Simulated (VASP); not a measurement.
A run of VASP 6.6.1 is set up as follows.

The input POSCAR:

```
Al
1.0
    2.8124553515      0.0000000000      0.0000000000
   -1.4062276757      2.4356577814      0.0000000000
    0.0000000000      0.0000000000      4.8668500000
Al
2
Direct
    0.3333333333      0.6666666667      0.2500000000
    0.6666666667      0.3333333333      0.7500000000
```

Contents of INCAR.step1:

```
SYSTEM = Al
PREC = Accurate ; ENCUT = 520
EDIFF = 1E-5 ; ISMEAR = -1
SIGMA = 0.05 ; LREAL = .FALSE.
LASPH = .TRUE. ; NELM = 80
ALGO = Normal ; ISIF = 2
LWAVE = .TRUE. ; GGA = PE
NBANDS = 10
```

Contents of INCAR.step2:

```
SYSTEM = Al
PREC = Accurate ; ENCUT = 520
EDIFF = 1E-6 ; ISMEAR = -1
SIGMA = 0.05 ; LREAL = .FALSE.
LASPH = .TRUE. ; NELM = 80
ALGO = Normal ; ISIF = 2
LWAVE = .FALSE. ; LCHARG = .TRUE.
GGA = PS ; LHFCALC = .TRUE.
AEXX = 0.25 ; PRECFOCK = Normal
LELF = .TRUE. ; LVHAR = .TRUE.
ISTART = 1 ; NBANDS = 10
```

File KPOINTS:

```
regular mesh
0
G
  6 6 3
  0 0 0
```

Potentials or basis: VASP PAW PBE potentials, release 64 (Al).

Launch:

```console
$ cat potpaw_PBE.64/Al/POTCAR > POTCAR
$ cp INCAR.step1 INCAR
$ mpirun -np 1 vasp_std > vasp.out
$ cp INCAR.step2 INCAR
$ mpirun -np 1 vasp_std > vasp.out
```

(1) Predict the band gap on the k mesh.

(2) Predict the pressure.

## Answers

(1) zero (bands 3 and 4 overlap by 4.86 eV).

(2) 0.1 GPa.

Caveat: the k points lie up to 0.43 Å⁻¹ apart, too coarse for converged energies and pressures of a metal; the PAW data sets were made with another functional, which shifts forces and pressure a little.
